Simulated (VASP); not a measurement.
# Ag (P6_3/mmc) in VASP: a series of runs

Runs on Ag. Level: PBE. Tasks: relaxation of shape and atoms at fixed volume.

All numbers are computed with VASP 6.6.1; they aren't measurements. Logs are shortened: lines on timing, memory, paths and dates and some standing lists are left out, and cuts for length are marked.

## 1. The cell of the first run

The structure is hexagonal, space group P6_3/mmc (No. 194). The conventional cell has a = 2.565 Å, b = 2.565 Å, c = 4.262 Å, α = 90.00°, β = 90.00°, γ = 120.00°. Within 3.4 Å of Ag (site symmetry -6m2) lie 12 Ag at 2.57 to 2.59 Å.

## 2. Relaxation of shape and atoms at fixed volume, PBE

File INCAR:

```
SYSTEM = Ag
  PREC = Accurate
  ENCUT = 600
  EDIFF = 1E-7
  ISMEAR = -1
  SIGMA = 0.05
  LREAL = .False.
  LASPH = .True.
  NELM = 80
  ALGO = Normal
  ISIF = 4
  LWAVE = .False.
  LCHARG = .False.
  GGA = PE
  IBRION = 2
  NSW = 50
  EDIFFG = -0.005
```

File KPOINTS:

```
Automatic mesh
0
Gamma
  15 15 8
  0 0 0
```

File POSCAR:

```
Ag
1.0
    2.5650335993      0.0000000000      0.0000000000
   -1.2825167997      2.2213842586      0.0000000000
    0.0000000000      0.0000000000      4.2617903505
Ag
2
Direct
    0.3333333333      0.6666666667      0.2500000000
    0.6666666667      0.3333333333      0.7500000000
```

Potentials or basis: VASP PAW PBE potentials, release 64 (Ag).

The run is started by

```bash
$ cat potpaw_PBE.64/Ag/POTCAR > POTCAR
$ mpirun -np 1 vasp_std > vasp.out
```

OUTCAR:

```text
SYSTEM = Ag
   PREC = Accurate
   ENCUT = 600
   EDIFF = 1E-7
   ISMEAR = -1
   LREAL = .False.
   LASPH = .True.
   NELM = 80
   ISIF = 4
   GGA = PE
   IBRION = 2
   NSW = 50
   EDIFFG = -0.005

 ion  position               nearest neighbor table
   1  0.333  0.667  0.250-   2 2.59   2 2.59   2 2.59   2 2.59   2 2.59   2 2.59
   2  0.667  0.333  0.750-   1 2.59   1 2.59   1 2.59   1 2.59   1 2.59   1 2.59

  LATTYP: Found a hexagonal cell.
 ALAT       =     2.5650335993
 C/A-ratio  =     1.6614949417

  Lattice vectors:

 A1 = (   2.5650335993,   0.0000000000,   0.0000000000)
 A2 = (  -1.2825167997,   2.2213842586,   0.0000000000)
 A3 = (   0.0000000000,   0.0000000000,   4.2617903505)

Analysis of symmetry for initial positions (statically):
=====================================================================
 Subroutine PRICEL returns:
 Original cell was already a primitive cell.

 Routine SETGRP: Setting up the symmetry group for a
 hexagonal supercell.

 Subroutine GETGRP returns: Found 24 space group operations
 (whereof 12 operations were pure point group operations)
 out of a pool of 24 trial point group operations.

The static configuration has the point symmetry D_3d.
 The point group associated with its full space group is D_6h.

Analysis of symmetry for dynamics (positions and initial velocities):
=====================================================================
 Subroutine PRICEL returns:
 Original cell was already a primitive cell.

 Routine SETGRP: Setting up the symmetry group for a
 hexagonal supercell.

 Subroutine GETGRP returns: Found 24 space group operations
 (whereof 12 operations were pure point group operations)
 out of a pool of 24 trial point group operations.

The dynamic configuration has the point symmetry D_3d.
 The point group associated with its full space group is D_6h.

 Subroutine INISYM returns: Found 24 space group operations
 (whereof 12 operations are pure point group operations),
 and found     1 'primitive' translations

----------------------------------------------------------------------------------------

                                     Primitive cell

  volume of cell :      24.2834

  direct lattice vectors                    reciprocal lattice vectors
     2.565033599  0.000000000  0.000000000     0.389858441  0.225084876  0.000000000
    -1.282516800  2.221384259  0.000000000     0.000000000  0.450169752  0.000000000
     0.000000000  0.000000000  4.261790351     0.000000000  0.000000000  0.234643171

  length of vectors
     2.565033599  2.565033599  4.261790351     0.450169752  0.450169752  0.234643171

  position of ions in fractional coordinates (direct lattice)
     0.333333333  0.666666667  0.250000000
     0.666666667  0.333333333  0.750000000

  ion indices of the primitive-cell ions
   primitive index   ion index
                 1           1
                 2           2

----------------------------------------------------------------------------------------

 KPOINTS: Automatic mesh

Automatic generation of k-mesh.
 Grid dimensions read from file:
 generate k-points for:   15   15    8

 Generating k-lattice:

  Cartesian coordinates                     Fractional coordinates (reciprocal lattice)
     0.025990563  0.015005658  0.000000000     0.066666667  0.000000000  0.000000000
     0.000000000  0.030011317  0.000000000     0.000000000  0.066666667  0.000000000
     0.000000000  0.000000000  0.029330396     0.000000000  0.000000000  0.125000000

  Length of vectors
     0.030011317  0.030011317  0.029330396

  Shift w.r.t. Gamma in fractional coordinates (k-lattice)
     0.000000000  0.000000000  0.000000000

 Subroutine IBZKPT returns following result:
 ===========================================

 Found    135 irreducible k-points:

 Following reciprocal coordinates:
            Coordinates               Weight
  0.000000  0.000000  0.000000      1.000000
  0.066667  0.000000  0.000000      6.000000
  0.133333  0.000000  0.000000      6.000000
  0.200000  0.000000  0.000000      6.000000
  0.266667  0.000000  0.000000      6.000000
  0.333333 -0.000000  0.000000      6.000000
[... 16 lines left out ...]
  0.333333  0.200000  0.000000     12.000000
  0.400000  0.200000  0.000000      6.000000
 [... further k-points ...]
   k-points           NKPTS =    135   k-points in BZ     NKDIM =    135   number of bands    NBANDS=     15
   number of dos      NEDOS =    301   number of ions     NIONS =      2
   total plane-waves  NPLWV =  14400
   dimension x,y,z NGX =    20 NGY =   20 NGZ =   36
   dimension x,y,z NGXF=    40 NGYF=   40 NGZF=   72
   ions per type =               2
   NGX,Y,Z   is equivalent  to a cutoff of  12.96, 12.96, 14.04 a.u.
   NGXF,Y,Z  is equivalent  to a cutoff of  25.92, 25.92, 28.09 a.u.
 SYSTEM =  Ag
   PREC   = accura    normal or accurate (medium, high low for compatibility)
   ISTART =      0    job   : 0-new  1-cont  2-samecut
   ICHARG =      2    charge: 1-file 2-atom 10-const
   ISPIN  =      1    spin polarized calculation?
   LNONCOLLINEAR =      F non collinear calculations
   LSORBIT =      F    spin-orbit coupling
   LASPH  =      T    aspherical Exc in radial PAW
   ENCUT  =  600.0 eV  44.10 Ry    6.64 a.u.   5.12  5.12  8.51*2*pi/ulx,y,z
   NELM   =     80;   NELMIN=  2; NELMDL= -5     # of ELM steps
   EDIFF  = 0.1E-06   stopping-criterion for ELM
   LREAL  =      F    real-space projection
   EDIFFG = -.5E-02   stopping-criterion for IOM
   NSW    =     50    number of steps for IOM
   IBRION =      2    ionic relax: 0-MD 1-quasi-New 2-CG
   NFREE  =      1    steps in history (QN), initial steepest desc. (CG)
   ISIF   =      4    stress and relaxation
   ISYM   =      2    0-nonsym 1-usesym 2-fastsym
   POTIM  = 0.5000    time-step for ionic-motion
   TEBEG  =    0.0;   TEEND  =   0.0 temperature during run
   PSTRESS=    0.0 pullay stress
   NELECT =      22.0000    total number of electrons
   NUPDOWN=      -1.0000    fix difference up-down
   EMIN   =  10.00;   EMAX   =-10.00  energy-range for DOS
   EFERMI =   0.00;   METHOD = LEGACY
   ISMEAR =    -1;   SIGMA  =   0.05  broadening in eV -4-tet -1-fermi 0-gaus
   EFERMI_NEDOS =   21; number of points for ismear=-14 and -15
   IALGO  =     38    algorithm
   IMIX   =      4    mixing-type and parameters
     AMIX     =   0.40;   BMIX     =  1.00
     AMIX_MAG =   1.60;   BMIX_MAG =  1.00
  volume/ion in A,a.u.               =      12.14        81.94
  Fermi-wavevector in a.u.,A,eV,Ry     =   1.584089  2.993493 34.141595  2.509336
  Thomas-Fermi vector in A             =   2.683760
   LORBIT       =      0    0 simple, 1 ext, 2 COOP (PROOUT), +10 PAW based schemes
   GGA     = PE    functional components
   LHFCALC =     F    Hartree Fock is set to
   AEXX    =    0.0000 exact exchange contribution
   IVDW    =     0    specifies the selected vdW correction
   LEPSILON=     F    determine dielectric tensor
   LRPA    =     F    only Hartree local field effects (RPA)
 conjugate gradient relaxation of ions
 non-spin polarized calculation
  energy-cutoff  :      600.00
  volume of cell :       24.28
 maximum number of plane-waves:       826
   NGX = 11   NGY = 11   NGZ = 17

--------------------------------------- Ionic step        1  -------------------------------------------

 number of electron      21.9999998 magnetization

 Free energy of the ion-electron system (eV)
  ---------------------------------------------------
  ext. energy  EPLUGINS =         0.00000000
  ---------------------------------------------------
  free energy    TOTEN  =        -2.99418114 eV

  energy without entropy =       -2.99046499  energy(sigma->0) =       -2.99232306

------------------------ aborting loop because EDIFF is reached ----------------------------------------

  FORCE on cell =-STRESS in cart. coord.  units (eV):
  Direction    XX          YY          ZZ          XY          YZ          ZX
  --------------------------------------------------------------------------------------
  -------------------------------------------------------------------------------------
  Total       15.9815385     15.9815385     15.2172496     -0.0000000      0.0000000      0.0000000
  in kB     1054.4362754   1054.4362754   1004.0097166     -0.0000000      0.0000000      0.0000000
  external PRESSURE =    1037.6274225 kB  Pullay stress =       0.0000000 kB
[... 57 lines left out ...]
  energy  without entropy=       -2.9920975865  energy(sigma->0) =       -2.99365515

--------------------------------------- Ionic step        3  -------------------------------------------

 number of electron      22.0000000 magnetization

 Free energy of the ion-electron system (eV)
  ---------------------------------------------------
  ext. energy  EPLUGINS =         0.00000000
  ---------------------------------------------------
  free energy    TOTEN  =        -2.99676962 eV

  energy without entropy =       -2.99335296  energy(sigma->0) =       -2.99506129

 E-fermi :  14.4863     XC(G=0): -14.3610

 val. band max:       14.4555634883   @ k =   0.1333   0.1333   0.2500
 cond. band min:      14.5421998444   @ k =   0.0667   0.0667   0.0000
 fundamental gap:      0.0866363561
 Fermi energy:        14.4863418175

 k-point     1 :       0.0000    0.0000    0.0000
  band No.  band energies     occupation
      1       3.5426      2.00000
      2       5.0474      2.00000
      3       7.6737      2.00000
      4       7.8637      2.00000
      5       7.8637      2.00000
      6       8.3004      2.00000
      7       8.3004      2.00000
      8       8.9833      2.00000
      9       8.9833      2.00000
     10      10.7490      2.00000
     11      10.7490      2.00000
     12      12.6923      2.00000
     13      20.0334      0.00000
     14      30.3302      0.00000
     15      32.4896      0.00000
[... 397 lines left out ...]
 k-point    24 :       0.4000    0.2000    0.0000
  band No.  band energies     occupation
      1       5.6485      2.00000
      2       5.8879      2.00000
      3       6.3949      2.00000
      4       7.5732      2.00000
      5       7.9688      2.00000
      6       8.0015      2.00000
      7       8.7596      2.00000
      8      10.5538      2.00000
      9      10.7946      2.00000
     10      10.8931      2.00000
     11      16.1774      0.00000
     12      17.7024      0.00000
     13      22.4749      0.00000
     14      24.2296      0.00000
     15      24.7033      0.00000

 [... further k-points ...]
[... 5 lines left out ...]
  --------------------------------------------------------------------------------------
  -------------------------------------------------------------------------------------
  Total       15.7084405     15.7084405     15.6971056     -0.0000000      0.0000000      0.0000000
  in kB     1036.4177066   1036.4177067   1035.6698449     -0.0000000      0.0000000      0.0000000
  external PRESSURE =    1036.1684194 kB  Pullay stress =       0.0000000 kB
[... 17 lines left out ...]
  FREE ENERGIE OF THE ION-ELECTRON SYSTEM (eV)
  ---------------------------------------------------
  free  energy   TOTEN  =        -2.9967696230 eV

  energy  without entropy=       -2.9933529588  energy(sigma->0) =       -2.99506129

 reached required accuracy - stopping structural energy minimisation
```

Run time: 2.4 min. Hardware: 1 thread of Intel Xeon Platinum 8175M at 2.50GHz (Skylake/Cascade Lake), shared host; peak memory 0.18 GiB.

Results:

```
Free energy               : -2.9968 eV
Energy gained by relaxing : 1.3 meV/atom
Ionic steps               : 3
Pressure after relaxing   : 103.6 GPa
Band gap on the k mesh    : zero (band 11 reaches 19.56 eV, above the bottom of band 12 at 10.21 eV)
```

Step by step:
```tsv
step	energy change (eV)	largest force (eV/Å)	pressure (GPa)	volume (Å³)
1	0.0000	0.0000	103.76	24.28
2	-0.0010	0.0000	103.58	24.28
3	-0.0026	0.0000	103.62	24.28
```

Final structure:
```
Ag
1.0
     2.57389    0.00000    0.00000
    -1.28695    2.22906    0.00000
     0.00000    0.00000    4.23251
Ag
2
Cartesian
  0.0000 1.4860 1.0581
  1.2869 0.7430 3.1744
```

## 3. Relaxation of shape and atoms at fixed volume, PBE

This run uses another cell than the first one, of 13.93 Å³/atom, 1.147 times its volume.

File INCAR:

```
  PREC = Accurate
  ENCUT = 600
  EDIFF = 1E-6
  ISMEAR = -1
  SIGMA = 0.05
  LREAL = False
  LASPH = True
  NELM = 60
  ALGO = Normal
  ISIF = 4
  LWAVE = False
  LCHARG = False
  GGA = PE
  IBRION = 2
  NSW = 50
  EDIFFG = -0.005
```

File KPOINTS:

```
regular mesh
0
Gamma
  15 15 8
```

File POSCAR:

```
Ag
1.0
    2.6850659361      0.0000000000      0.0000000000
   -1.3425329680      2.3253353115      0.0000000000
    0.0000000000      0.0000000000      4.4612234708
Ag
2
Direct
    0.3333333333      0.6666666667      0.2500000000
    0.6666666667      0.3333333333      0.7500000000
```

Potentials or basis: VASP PAW PBE potentials, release 64 (Ag).

The run is started by

```bash
$ cat potpaw_PBE.64/Ag/POTCAR > POTCAR
$ mpirun -np 1 vasp_std > vasp.out
```

It took 2.2 min on 1 thread of Intel Xeon Platinum 8175M at 2.50GHz (Skylake/Cascade Lake), shared host; peak memory 0.19 GiB.

The run converged. Its results:

- Free energy: -4.5838 eV
- Energy gained by relaxing: 0.3 meV/atom
- Ionic steps: 3
- Pressure after relaxing: 45.4 GPa
- Band gap on the k mesh: zero (band 11 reaches 16.40 eV, above the bottom of band 12 at 7.87 eV)

Stress tensor (GPa, compression positive):
```
45.44  0.00  0.00
 0.00 45.44  0.00
 0.00  0.00 45.36
```

Step by step:
| step | energy change (eV) | largest force (eV/Å) | pressure (GPa) | volume (Å³) |
| --- | --- | --- | --- | --- |
| 1 | 0.0000 | 0.0000 | 45.45 | 27.85 |
| 2 | -0.0004 | 0.0000 | 45.41 | 27.85 |
| 3 | -0.0005 | 0.0000 | 45.41 | 27.85 |

Final structure:
```yaml
crystal:
  lattice:
    - [2.68982, 0.00000, 0.00000]
    - [-1.34491, 2.32945, 0.00000]
    - [0.00000, 0.00000, 4.44548]
  atoms:
    - { symbol: Ag, position: [0.33333, 0.66667, 0.25000] }
    - { symbol: Ag, position: [0.66667, 0.33333, 0.75000] }
```

Levels at points of the mesh, in eV from the Fermi level:
```csv
k point,band 9,band 10,band 11,band 12,band 13,band 14
"(0.00, 0.00, 0.00)",-4.92,-3.54,-3.54,-1.35,4.44,15.88
"(0.00, 0.00, 0.50)",-3.98,-3.98,-3.98,-3.98,12.23,12.23
```
